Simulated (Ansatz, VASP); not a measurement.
# MgO in VASP and in Ansatz

Contents of INCAR:

```
  PREC = Accurate
  ENCUT = 520
  EDIFF = 1E-6
  ISMEAR = 0
  SIGMA = 0.05
  LREAL = F
  LASPH = T
  NELM = 80
  ALGO = Normal
  ISIF = 2
  LWAVE = F
  LCHARG = T
  GGA = PS
  LELF = T
  LVHAR = T
  NBANDS = 16
```

KPOINTS

```
Automatic mesh
0
Gamma
  9 9 6
```

Contents of POSCAR:

```
MgO
1.0
    3.0722000000      0.0000000000      0.0000000000
   -1.5361000000      2.6606032455      0.0000000000
    0.0000000000      0.0000000000      4.9190000000
Mg O
2 2
Direct
    0.3333333333      0.6666666667      0.0036583380
    0.6666666667      0.3333333333      0.5036583380
    0.3333333333      0.6666666667      0.4009416620
    0.6666666667      0.3333333333      0.9009416620
```

Input for Ansatz:

```yaml
crystal:
  lattice:
    - [3.0722, 0.0, 0.0]
    - [-1.5361, 2.6606032455, 0.0]
    - [0.0, 0.0, 4.919]
  atoms:
    - { symbol: Mg, position: [0.3333333333, 0.6666666667, 0.003658338] }
    - { symbol: Mg, position: [0.6666666667, 0.3333333333, 0.503658338] }
    - { symbol: O, position: [0.3333333333, 0.6666666667, 0.400941662] }
    - { symbol: O, position: [0.6666666667, 0.3333333333, 0.900941662] }
basis:
  ecutwfc: 520.0
kpoints:
  mp_grid: { grid: [9, 9, 6] }
hamiltonian:
  xc: pbesol
  pseudopotentials: { kind: paw, azcp: { folder: soft_1 } }
scf:
  occupations: { method: gaussian, width: 0.05 }
output:
  forces: true
  stress: true
  eigenvalues: true
```

Alike in both runs: task single point; functional PBEsol; k mesh 9 × 9 × 6; occupations gaussian, width 0.05 eV; no spin polarisation.

|  | VASP | Ansatz |
| --- | --- | --- |
| version | VASP 6.6.1 | Ansatz 0.2.0 |
| potentials or method | VASP PAW PBE potentials, release 64 (Mg, O), cutoff 520 eV | scalar-relativistic, plane waves, PAW |
| valence electrons in the cell | 16 | 32 |

VASP gave:

* gap on the k mesh at the Fermi level (eV): 4.44
* least direct gap on the mesh (eV): 4.44
* rms of the force components (eV/Å): 0.422

**Question.** What did Ansatz give for the same quantities?

**Answer.** gap on the k mesh at the Fermi level (eV): 4.43; least direct gap on the mesh (eV): 4.43; rms of the force components (eV/Å): 0.409.

VASP's potentials were made for PBE, not for PBEsol, and Ansatz warns of the same on its side. Atom by atom the forces differ by 0.013 eV/Å (rms over components). With one functional, cell and mesh, what is left measures potentials, basis and numerics. VASP's potentials hold 16 valence electrons a cell and Ansatz's 32, so a difference there can come from the potentials and not from the codes.
